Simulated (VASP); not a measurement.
Wanted: the native input for a VASP 6.6.1 run.

```
Task                   : single point
Functional             : PBE
Potentials or basis    : VASP PAW PBE potentials, release 64 (Hf_pv, N)
Cutoff                 : 520 eV
k mesh                 : 21 × 21 × 8
Occupations            : gaussian, width 0.15 eV
Spin                   : no spin polarisation
Dipole correction      : no
Further INCAR settings : ALGO = Normal; EDIFF = 1e-06; NBANDS = 32
```

The structure of HfN lies in POSCAR:

```
HfN
1.0
    2.2738965586     -2.2738965586      0.0000000000
    2.2738965586      0.0000000000     -2.2738965586
    6.2798439248      6.2798439248      6.2798439248
Hf N
3 3
Direct
    0.3333333333      0.3333333333      0.4224314415
    0.6666666667      0.6666666667      0.1810351493
    1.0000000000      0.0000000000      0.6638277337
    0.6666666667      0.6666666667      0.5431295876
    1.0000000000      0.0000000000      0.3017332954
    0.3333333333      0.3333333333      0.0603370032
```

This cell differs from its parent crystal: the distance across one plane changed.

One way to write it, as run:

INCAR

```
PREC = Accurate
ENCUT = 520
EDIFF = 1E-6
ISMEAR = 0
SIGMA = 0.15
LREAL = F
LASPH = T
NELM = 80
ALGO = Normal
ISIF = 2
LWAVE = F
LCHARG = F
GGA = PE
NBANDS = 32
```

KPOINTS

```
regular mesh
0
Gamma
  21 21 8
```

Potentials or basis: VASP PAW PBE potentials, release 64 (Hf_pv, N).

Command:

```console
$ cat potpaw_PBE.64/Hf_pv/POTCAR potpaw_PBE.64/N/POTCAR > POTCAR
$ mpirun -np 1 vasp_std > vasp.out
```

Results of the run:

```
Pressure               : -6.4 GPa
Largest force          : 6.636 eV/Å
Band gap on the k mesh : zero (an odd number of electrons rules out a gap without spin polarisation)
```

Caveat: the cell differs from its parent crystal (the distance across one plane changed); the cell stands under tension; spin-orbit coupling is left out, which moves the levels of the heavy elements; an odd number of electrons without spin polarisation forces a metal; a magnetic or distorted state may lie lower.

It took 46 min on 1 thread of AMD EPYC 7R13, on a shared host, peak memory 0.84 GiB.
